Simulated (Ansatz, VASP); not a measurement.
Two plane-wave programs on In3P2

```
CELL_PARAMETERS angstrom
1.98059 1.14349 8.49271
-1.98059 1.14349 8.49271
0.00000 -2.28699 8.49271
ATOMIC_POSITIONS crystal
In 0.00000 0.00000 0.00000
In 0.21223 0.21223 0.21223
In 0.78777 0.78777 0.78777
P 0.39690 0.39690 0.39690
P 0.60310 0.60310 0.60310
```

Alike in both runs: functional PBE; k mesh 12 × 12 × 12; occupations gaussian, width 0.1 eV; no spin polarisation.

Ansatz relaxed the structure, and its values are those at the end. VASP's run is a single point on that final structure, the one shown.

|  | VASP | Ansatz |
| --- | --- | --- |
| version | VASP 6.6.1 | Ansatz 0.2.0 |
| potentials or method | VASP PAW PBE potentials, release 64 (In_d, P), cutoff 520 eV | scalar-relativistic, plane waves, PAW |
| valence electrons in the cell | 49 | 49 |

```tsv
	VASP	Ansatz	Ansatz less VASP
gap on the k mesh at the Fermi level (eV)	none	none	-
pressure (GPa)	0.0	0.0	+0.03
```

A gap of «none» marks a metal or a gap that the smearing closes.
